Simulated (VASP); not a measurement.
# Si (Fd-3m) in VASP: notebook

The runs below take Si through single point, with LDA.

Program: VASP 6.6.1. These are calculated values, not measurements. Logs are shortened: lines on timing, memory, paths and dates and some standing lists are left out, and cuts for length are marked.

## (1) The cell of the first run

It takes space group Fd-3m (No. 227, cubic). Conventional cell: a = 5.402 Å, b = 5.402 Å, c = 5.402 Å, α = 90.00°, β = 90.00°, γ = 90.00°. Si (site symmetry -43m) has 4 Si at 2.34 Å within 3.1 Å.

## (2) Single point, LDA

File INCAR:

```
SYSTEM = Si
  PREC = Accurate
  ENCUT = 500
  EDIFF = 1E-6
  ISMEAR = -1
  SIGMA = 0.05
  LREAL = .False.
  LASPH = .True.
  NELM = 120
  ALGO = Normal
  ISIF = 2
  LWAVE = .False.
  LCHARG = .False.
  GGA = CA
  NBANDS = 11
  GGA_COMPAT = .False.
```

File KPOINTS:

```
regular mesh
0
Gamma
  11 11 11
  0 0 0
```

File POSCAR:

```
Si
1.0
    0.0000000000      2.7009645354      2.7009645354
    2.7009645354      0.0000000000      2.7009645354
    2.7009645354      2.7009645354      0.0000000000
Si
2
Direct
    0.5000000000      0.5000000000      0.5000000000
    0.7500000000      0.7500000000      0.7500000000
```

Potentials or basis: VASP PAW LDA potentials, release 64 (Si).

Launch:

```bash
$ cat potpaw_LDA.64/Si/POTCAR > POTCAR
$ mpirun -np 1 vasp_std > vasp.out
```

OUTCAR:

```text
SYSTEM = Si
   PREC = Accurate
   ENCUT = 500
   EDIFF = 1E-6
   ISMEAR = -1
   LREAL = .False.
   LASPH = .True.
   NELM = 120
   ISIF = 2
   GGA = CA

 ion  position               nearest neighbor table
   1  0.500  0.500  0.500-   2 2.34   2 2.34   2 2.34   2 2.34
   2  0.750  0.750  0.750-   1 2.34   1 2.34   1 2.34   1 2.34

  LATTYP: Found a face centered cubic cell.
 ALAT       =     5.4019290708

  Lattice vectors:

 A1 = (   0.0000000000,   2.7009645354,   2.7009645354)
 A2 = (   2.7009645354,   0.0000000000,   2.7009645354)
 A3 = (   2.7009645354,   2.7009645354,   0.0000000000)

Analysis of symmetry for initial positions (statically):
=====================================================================
 Subroutine PRICEL returns:
 Original cell was already a primitive cell.

 Routine SETGRP: Setting up the symmetry group for a
 face centered cubic supercell.

 Subroutine GETGRP returns: Found 48 space group operations
 (whereof 24 operations were pure point group operations)
 out of a pool of 48 trial point group operations.

The static configuration has the point symmetry T_d .
 The point group associated with its full space group is O_h .

Analysis of symmetry for dynamics (positions and initial velocities):
=====================================================================
 Subroutine PRICEL returns:
 Original cell was already a primitive cell.

 Routine SETGRP: Setting up the symmetry group for a
 face centered cubic supercell.

 Subroutine GETGRP returns: Found 48 space group operations
 (whereof 24 operations were pure point group operations)
 out of a pool of 48 trial point group operations.

The dynamic configuration has the point symmetry T_d .
 The point group associated with its full space group is O_h .

 Subroutine INISYM returns: Found 48 space group operations
 (whereof 24 operations are pure point group operations),
 and found     1 'primitive' translations

----------------------------------------------------------------------------------------

                                     Primitive cell

  volume of cell :      39.4082

  direct lattice vectors                    reciprocal lattice vectors
     0.000000000  2.700964535  2.700964535    -0.185119054  0.185119054  0.185119054
     2.700964535  0.000000000  2.700964535     0.185119054 -0.185119054  0.185119054
     2.700964535  2.700964535  0.000000000     0.185119054  0.185119054 -0.185119054

  length of vectors
     3.819740677  3.819740677  3.819740677     0.320635607  0.320635607  0.320635607

  position of ions in fractional coordinates (direct lattice)
     0.500000000  0.500000000  0.500000000
     0.750000000  0.750000000  0.750000000

  ion indices of the primitive-cell ions
   primitive index   ion index
                 1           1
                 2           2

----------------------------------------------------------------------------------------

 KPOINTS: regular mesh

Automatic generation of k-mesh.
 Grid dimensions read from file:
 generate k-points for:   11   11   11

 Generating k-lattice:

  Cartesian coordinates                     Fractional coordinates (reciprocal lattice)
    -0.016829005  0.016829005  0.016829005     0.090909091  0.000000000  0.000000000
     0.016829005 -0.016829005  0.016829005     0.000000000  0.090909091  0.000000000
     0.016829005  0.016829005 -0.016829005     0.000000000  0.000000000  0.090909091

  Length of vectors
     0.029148692  0.029148692  0.029148692

  Shift w.r.t. Gamma in fractional coordinates (k-lattice)
     0.000000000  0.000000000  0.000000000

 Subroutine IBZKPT returns following result:
 ===========================================

 Found     56 irreducible k-points:

 Following reciprocal coordinates:
            Coordinates               Weight
  0.000000  0.000000  0.000000      1.000000
  0.090909  0.000000  0.000000      8.000000
  0.181818  0.000000  0.000000      8.000000
  0.272727  0.000000  0.000000      8.000000
  0.363636  0.000000  0.000000      8.000000
  0.454545  0.000000  0.000000      8.000000
[... 16 lines left out ...]
 -0.272727  0.181818  0.000000     24.000000
 -0.181818  0.181818  0.000000     12.000000
 [... further k-points ...]
   k-points           NKPTS =     56   k-points in BZ     NKDIM =     56   number of bands    NBANDS=     11
   number of dos      NEDOS =    301   number of ions     NIONS =      2
   total plane-waves  NPLWV =  21952
   dimension x,y,z NGX =    28 NGY =   28 NGZ =   28
   dimension x,y,z NGXF=    56 NGYF=   56 NGZF=   56
   ions per type =               2
   NGX,Y,Z   is equivalent  to a cutoff of  12.19, 12.19, 12.19 a.u.
   NGXF,Y,Z  is equivalent  to a cutoff of  24.37, 24.37, 24.37 a.u.
 SYSTEM =  Si
   PREC   = accura    normal or accurate (medium, high low for compatibility)
   ISTART =      0    job   : 0-new  1-cont  2-samecut
   ICHARG =      2    charge: 1-file 2-atom 10-const
   ISPIN  =      1    spin polarized calculation?
   LNONCOLLINEAR =      F non collinear calculations
   LSORBIT =      F    spin-orbit coupling
   LASPH  =      T    aspherical Exc in radial PAW
   ENCUT  =  500.0 eV  36.75 Ry    6.06 a.u.   6.96  6.96  6.96*2*pi/ulx,y,z
   NELM   =    120;   NELMIN=  2; NELMDL= -5     # of ELM steps
   EDIFF  = 0.1E-05   stopping-criterion for ELM
   LREAL  =      F    real-space projection
   EDIFFG = 0.1E-04   stopping-criterion for IOM
   NSW    =      0    number of steps for IOM
   IBRION =     -1    ionic relax: 0-MD 1-quasi-New 2-CG
   NFREE  =      0    steps in history (QN), initial steepest desc. (CG)
   ISIF   =      2    stress and relaxation
   ISYM   =      2    0-nonsym 1-usesym 2-fastsym
   POTIM  = 0.5000    time-step for ionic-motion
   TEBEG  =    0.0;   TEEND  =   0.0 temperature during run
   PSTRESS=    0.0 pullay stress
   NELECT =       8.0000    total number of electrons
   NUPDOWN=      -1.0000    fix difference up-down
   EMIN   =  10.00;   EMAX   =-10.00  energy-range for DOS
   EFERMI =   0.00;   METHOD = LEGACY
   ISMEAR =    -1;   SIGMA  =   0.05  broadening in eV -4-tet -1-fermi 0-gaus
   EFERMI_NEDOS =   21; number of points for ismear=-14 and -15
   IALGO  =     38    algorithm
   IMIX   =      4    mixing-type and parameters
     AMIX     =   0.40;   BMIX     =  1.00
     AMIX_MAG =   1.60;   BMIX_MAG =  1.00
  volume/ion in A,a.u.               =      19.70       132.97
  Fermi-wavevector in a.u.,A,eV,Ry     =   0.962150  1.818199 12.595347  0.925732
  Thomas-Fermi vector in A             =   2.091583
   LORBIT       =      0    0 simple, 1 ext, 2 COOP (PROOUT), +10 PAW based schemes
   GGA     = CA    functional components
   LHFCALC =     F    Hartree Fock is set to
   AEXX    =    0.0000 exact exchange contribution
   IVDW    =     0    specifies the selected vdW correction
   LEPSILON=     F    determine dielectric tensor
   LRPA    =     F    only Hartree local field effects (RPA)
 non-spin polarized calculation
  energy-cutoff  :      500.00
  volume of cell :       39.41
 maximum number of plane-waves:      1011
   NGX = 13   NGY = 13   NGZ = 13

 number of electron       8.0000001 magnetization

 Free energy of the ion-electron system (eV)
  ---------------------------------------------------
  ext. energy  EPLUGINS =         0.00000000
  ---------------------------------------------------
  free energy    TOTEN  =       -11.91950958 eV

  energy without entropy =      -11.91945401  energy(sigma->0) =      -11.91948180

 E-fermi :   6.1470     XC(G=0):  -9.6658

 val. band max:        5.9333466555   @ k =   0.0000   0.0000   0.0000
 cond. band min:       6.3960127198   @ k =   0.4545   0.4545   0.0000
 fundamental gap:      0.4626660643
 Fermi energy:         6.1470086701

 k-point     1 :       0.0000    0.0000    0.0000
  band No.  band energies     occupation
      1      -6.1333      2.00000
      2       5.9333      1.97251
      3       5.9333      1.97251
      4       5.9333      1.97251
      5       8.4643      0.00000
      6       8.4643      0.00000
      7       8.4643      0.00000
      8       9.3258      0.00000
      9      13.6694      0.00000
     10      13.6694      0.00000
     11      13.6790      0.00000

 k-point     2 :       0.0909    0.0000    0.0000
  band No.  band energies     occupation
      1      -6.0235      2.00000
      2       4.9347      2.00000
      3       5.7621      1.99909
      4       5.7621      1.99909
      5       8.4964      0.00000
      6       8.7155      0.00000
      7       8.7155      0.00000
      8      10.0953      0.00000
      9      13.3411      0.00000
     10      13.3411      0.00000
     11      14.1478      0.00000

 k-point     3 :       0.1818    0.0000    0.0000
  band No.  band energies     occupation
      1      -5.6982      2.00000
      2       3.2362      2.00000
      3       5.4162      2.00000
      4       5.4162      2.00000
      5       8.1862      0.00000
      6       9.1931      0.00000
      7       9.1931      0.00000
      8      11.6595      0.00000
      9      12.9668      0.00000
     10      12.9668      0.00000
     11      14.9055      0.00000

 k-point     4 :       0.2727    0.0000    0.0000
  band No.  band energies     occupation
      1      -5.1736      2.00000
      2       1.5543      2.00000
      3       5.0899      2.00000
      4       5.0899      2.00000
      5       7.8354      0.00000
      6       9.4314      0.00000
      7       9.4314      0.00000
      8      13.1726      0.00000
      9      13.2564      0.00000
     10      13.2564      0.00000
     11      14.7007      0.00000

 k-point     5 :       0.3636    0.0000    0.0000
  band No.  band energies     occupation
      1      -4.4997      2.00000
      2       0.0752      2.00000
      3       4.8574      2.00000
      4       4.8574      2.00000
      5       7.5732      0.00000
      6       9.3545      0.00000
      7       9.3545      0.00000
      8      13.6666      0.00000
      9      14.3310      0.00000
     10      14.3310      0.00000
     11      15.3846      0.00000
[... 211 lines left out ...]
 k-point    21 :      -0.4545    0.1818    0.0000
  band No.  band energies     occupation
      1      -3.3808      2.00000
      2      -0.9450      2.00000
      3       2.7827      2.00000
      4       4.1385      2.00000
      5       7.8672      0.00000
      6      10.2162      0.00000
      7      10.5932      0.00000
      8      12.8082      0.00000
      9      14.9723      0.00000
     10      15.4624      0.00000
     11      17.3916      0.00000

 k-point    22 :      -0.3636    0.1818    0.0000
  band No.  band energies     occupation
      1      -3.6760      2.00000
      2      -0.5209      2.00000
      3       2.6223      2.00000
      4       4.4234      2.00000
      5       8.1360      0.00000
      6      10.1957      0.00000
      7      10.3700      0.00000
      8      13.6427      0.00000
      9      13.7074      0.00000
     10      14.5731      0.00000
     11      17.2488      0.00000

 k-point    23 :      -0.2727    0.1818    0.0000
  band No.  band energies     occupation
      1      -4.3648      2.00000
      2       0.6237      2.00000
      3       2.6970      2.00000
      4       4.8193      2.00000
      5       8.5303      0.00000
      6      10.1394      0.00000
      7      10.2384      0.00000
      8      12.2541      0.00000
      9      12.4212      0.00000
     10      15.9869      0.00000
     11      17.8307      0.00000

 k-point    24 :      -0.1818    0.1818    0.0000
  band No.  band energies     occupation
      1      -4.9930      2.00000
      2       1.8377      2.00000
      3       3.1823      2.00000
      4       5.2422      2.00000
      5       8.8938      0.00000
      6       9.6557      0.00000
      7       9.9307      0.00000
      8      11.5671      0.00000
      9      11.9692      0.00000
     10      15.9630      0.00000
     11      16.4705      0.00000

 [... further k-points ...]

------------------------ aborting loop because EDIFF is reached ----------------------------------------

  FORCE on cell =-STRESS in cart. coord.  units (eV):
  Direction    XX          YY          ZZ          XY          YZ          ZX
  --------------------------------------------------------------------------------------
  -------------------------------------------------------------------------------------
  Total        0.0115316      0.0115316      0.0115316      0.0000000     -0.0000000     -0.0000000
  in kB        0.4688297      0.4688297      0.4688297      0.0000000     -0.0000000     -0.0000000
  external PRESSURE =       0.4688297 kB  Pullay stress =       0.0000000 kB

 VOLUME and BASIS-vectors are now :
 -----------------------------------------------------------------------------
  energy-cutoff  :      500.00
  volume of cell :       39.41
      direct lattice vectors                 reciprocal lattice vectors
     0.000000000  2.700964535  2.700964535    -0.185119054  0.185119054  0.185119054
     2.700964535  0.000000000  2.700964535     0.185119054 -0.185119054  0.185119054
     2.700964535  2.700964535  0.000000000     0.185119054  0.185119054 -0.185119054

 POSITION                                       TOTAL-FORCE (eV/Angst)
 -----------------------------------------------------------------------------------
      2.70096      2.70096      2.70096         0.000000      0.000000      0.000000
      4.05145      4.05145      4.05145        -0.000000     -0.000000     -0.000000
 -----------------------------------------------------------------------------------
    total drift:                                0.000000      0.000000     -0.000000

  FREE ENERGIE OF THE ION-ELECTRON SYSTEM (eV)
  ---------------------------------------------------
  free  energy   TOTEN  =       -11.9195095844 eV

  energy  without entropy=      -11.9194540066  energy(sigma->0) =      -11.91948180
```

Wall time 15 s (1 thread of Intel Xeon 8259CL, shared host); peak memory 0.14 GiB.

Results:

```yaml
Free_energy: -11.9195 eV
Pressure: 0.0 GPa
Band_gap_on_the_k_mesh: 0.46 eV (least direct gap 2.53 eV)
```

Levels at points of the mesh, in eV from the valence-band top:
```tsv
k point	band 2	band 3	band 4	band 5	band 6	band 7
(0.00, 0.00, 0.00)	0.00	0.00	0.00	2.53	2.53	2.53
```

Caveat: semilocal functionals underestimate gaps, and a narrow one can read as zero; an odd mesh through Γ misses points on the zone boundary, where band edges can lie.

## (3) Single point, LDA

Changes to INCAR since step 2:

```diff
@@ -13,3 +13,2 @@
   LCHARG = .False.
-  GGA = CA
   NBANDS = 11
```

KPOINTS is that of step 2.

POSCAR is that of step 2.

Potentials or basis: VASP PAW LDA potentials, release 64 (Si).

Launch:

```bash
$ cat potpaw_LDA.64/Si/POTCAR > POTCAR
$ mpirun -np 1 vasp_std > vasp.out
```

OUTCAR:

```text
SYSTEM = Si
   PREC = Accurate
   ENCUT = 500
   EDIFF = 1E-6
   ISMEAR = -1
   LREAL = .False.
   LASPH = .True.
   NELM = 120
   ISIF = 2

 ion  position               nearest neighbor table
   1  0.500  0.500  0.500-   2 2.34   2 2.34   2 2.34   2 2.34
   2  0.750  0.750  0.750-   1 2.34   1 2.34   1 2.34   1 2.34

  LATTYP: Found a face centered cubic cell.
 ALAT       =     5.4019290708

  Lattice vectors:

 A1 = (   0.0000000000,   2.7009645354,   2.7009645354)
[... 522 lines left out ...]

------------------------ aborting loop because EDIFF is reached ----------------------------------------

  FORCE on cell =-STRESS in cart. coord.  units (eV):
  Direction    XX          YY          ZZ          XY          YZ          ZX
  --------------------------------------------------------------------------------------
  -------------------------------------------------------------------------------------
  Total        0.0115316      0.0115316      0.0115316      0.0000000     -0.0000000     -0.0000000
  in kB        0.4688297      0.4688297      0.4688297      0.0000000     -0.0000000     -0.0000000
  external PRESSURE =       0.4688297 kB  Pullay stress =       0.0000000 kB

 VOLUME and BASIS-vectors are now :
 -----------------------------------------------------------------------------
  energy-cutoff  :      500.00
  volume of cell :       39.41
      direct lattice vectors                 reciprocal lattice vectors
     0.000000000  2.700964535  2.700964535    -0.185119054  0.185119054  0.185119054
     2.700964535  0.000000000  2.700964535     0.185119054 -0.185119054  0.185119054
     2.700964535  2.700964535  0.000000000     0.185119054  0.185119054 -0.185119054

 POSITION                                       TOTAL-FORCE (eV/Angst)
 -----------------------------------------------------------------------------------
      2.70096      2.70096      2.70096         0.000000      0.000000      0.000000
      4.05145      4.05145      4.05145        -0.000000     -0.000000     -0.000000
 -----------------------------------------------------------------------------------
    total drift:                                0.000000      0.000000     -0.000000

  FREE ENERGIE OF THE ION-ELECTRON SYSTEM (eV)
  ---------------------------------------------------
  free  energy   TOTEN  =       -11.9195095844 eV

  energy  without entropy=      -11.9194540066  energy(sigma->0) =      -11.91948180
```

stdout:

```text
POSCAR found type information on POSCAR Si
 POSCAR found :  1 types and       2 ions
 scaLAPACK will be used
 LDA part: xc-table for (Slater(with rela. corr.)+CA(PZ))
 , standard interpolation
 POSCAR, INCAR and KPOINTS ok, starting setup
 FFT: planning ... GRIDC
 FFT: planning ... GRID_SOFT
 FFT: planning ... GRID
 WAVECAR not read
 entering main loop
```

Run time: 15 s. Hardware: 1 thread of Intel Xeon 8259CL, shared host; peak memory 0.14 GiB.

Results:

```
Free energy            : -11.9195 eV
Pressure               : 0.0 GPa
Band gap on the k mesh : 0.46 eV (least direct gap 2.53 eV)
```

Caveat: semilocal functionals underestimate gaps, and a narrow one can read as zero; an odd mesh through Γ misses points on the zone boundary, where band edges can lie.
